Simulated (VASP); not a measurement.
Set up this calculation in VASP 6.6.1, as the native input.

* Task: single point
* Functional: PBE
* Potentials or basis: VASP PAW PBE potentials, release 64 (Ta_pv, N)
* Cutoff: 520 eV
* k mesh: 3 × 3 × 3
* Occupations: fermi-dirac, width 0.0948 eV
* Spin: no spin polarisation
* Dipole correction: no
* Further INCAR settings: LREAL = Auto; ALGO = Normal; EDIFF = 1e-07; NBANDS = 87

The structure of TaN lies in POSCAR:

```
TaN
1.0
    2.6578394421     -4.6035129520      2.9507317729
    2.6578394421      4.6035129520      2.9507317729
   -5.3156788841      0.0000000000      2.9507317729
Ta N
9 9
Direct
    0.3222187479      0.3689732596      0.3410078786
    0.6504205525      0.7311098009      0.6626737507
    0.0054616248      0.0413663787      0.0150617290
    0.8460850844      0.5409696183      0.1807977340
    0.1667410765      0.8611186167      0.5167930745
    0.5061402707      0.2110004472      0.8654687361
    0.1642742504      0.5525475144      0.8555214223
    0.5041317309      0.8782327746      0.2000758378
    0.8170821279      0.2069643701      0.5037819686
    0.5485683468      0.5773159579     -0.0487481078
    0.8842472808      0.9273973712      0.2916746186
    0.1831657877      0.2521268188      0.6081956659
    0.8910045897      0.3117130730      0.8792089484
    0.2060402114      0.6267665176      0.2182796586
    0.5045097671     -0.0159521117      0.5656703258
   -0.0715729395      0.5884004399      0.5621448512
    0.2723218481      0.9217076608      0.8859819840
    0.5987893093      0.2357209271      0.2053758786
```

This cell differs from its parent crystal: dynamics (nvt langevin) at 1100 K, volume x 1.03, from the last frame before.

One way to write it, as run:

INCAR

```
PREC = Accurate
ENCUT = 520
EDIFF = 1E-7
ISMEAR = -1
SIGMA = 0.0948
LREAL = Auto
LASPH = T
NELM = 100
ALGO = Normal
ISIF = 2
LWAVE = F
LCHARG = F
GGA = PE
NBANDS = 87
```

KPOINTS

```
Automatic mesh
0
Gamma
  3 3 3
```

Potentials or basis: VASP PAW PBE potentials, release 64 (Ta_pv, N).

Command:

```sh
$ cat potpaw_PBE.64/Ta_pv/POTCAR potpaw_PBE.64/N/POTCAR > POTCAR
$ mpirun -np 1 vasp_std > vasp.out
```

Results of the run:

```yaml
Pressure: -8.4 GPa
Largest_force: 4.264 eV/Å
Band_gap_on_the_k_mesh: zero (bands 72 and 73 overlap by 1.01 eV)
```

Caveat: the cell stands under tension; the atoms stand as in a frame of molecular dynamics; spin-orbit coupling is left out, which moves the levels of the heavy elements; forces of over 1 eV/Å act on the atoms, so gaps and moduli don't describe the material at rest.

Run time: 10 min on 1 thread of Intel(R) Xeon(R) Platinum 8375C CPU @ 2.90GHz (Ice Lake), on a shared host, peak memory 0.41 GiB.
